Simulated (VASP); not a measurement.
A run of VASP 6.6.1 is set up as follows.

The input INCAR:

```
  ALGO = Normal
  EDIFF = 1E-6
  ENCUT = 500
  GGA_COMPAT = F
  ISIF = 2
  ISMEAR = -1
  LASPH = T
  LCHARG = F
  LREAL = F
  LWAVE = F
  NBANDS = 13
  NELM = 120
  PREC = Accurate
  SIGMA = 0.08
```

KPOINTS

```
k-points
0
Gamma
  16 16 16
```

Contents of POSCAR:

```
W
1.0
    0.0000000000      1.7466561961      1.7466561961
    1.7466561961      0.0000000000      1.7466561961
    1.7466561961      1.7466561961      0.0000000000
W
1
Direct
    0.0000000000      0.0000000000      0.0000000000
```

Potentials or basis: VASP PAW LDA potentials, release 64 (W_sv).

The run is started by

```bash
$ cat potpaw_LDA.64/W_sv/POTCAR > POTCAR
$ mpirun -np 1 vasp_std > vasp.out
```

**Question.** Predict the pressure.

**Answer.** 264.6 GPa.

**Question.** Estimate the band gap on the k mesh.

**Answer.** Zero (band 7 reaches 24.97 eV, above the bottom of band 8 at 15.94 eV).

Caveat: spin-orbit coupling is left out, which moves the levels of the heavy elements.
